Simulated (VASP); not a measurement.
RhN (NiAs type): single point with PBE

Crystal: RhN (NiAs type).

```
Rh N
1.0
     2.31834    0.00000    0.00000
    -1.15917    2.00774    0.00000
     0.00000    0.00000    4.96725
Rh N
2 2
Direct
  0.00000 0.00000 0.00000
  0.00000 0.00000 0.50000
  0.33333 0.66667 0.25000
  0.66667 0.33333 0.75000
```

```
Program             : VASP 6.6.1
Task                : single point
Functional          : PBE
Potentials or basis : VASP PAW PBE potentials, release 64 (Rh_pv, N)
Cutoff              : 520 eV
k mesh              : 13 × 13 × 8
Occupations         : fermi-dirac, width 0.08 eV
Spin                : no spin polarisation
```

The pressure is 563.6 GPa and the band gap on the k mesh is zero (bands 20 and 21 overlap by 3.45 eV).

Stress tensor (GPa, compression positive):
```
563.68   0.00   0.00
  0.00 563.68   0.00
  0.00   0.00 563.57
```

Levels at points of the mesh, in eV from the Fermi level:
```csv
k point,band 18,band 19,band 20,band 21,band 22,band 23
"(0.00, 0.00, 0.00)",-3.47,-3.47,-3.44,-2.61,-2.61,4.36
"(0.00, 0.00, 0.50)",-4.89,-4.89,-4.89,1.26,1.26,1.26
```

Run time: 32 s on 1 thread of Intel(R) Xeon(R) 6975P-C (Granite Rapids) (shared host), peak memory 0.17 GiB.

Caveat: the cell stands under pressure.
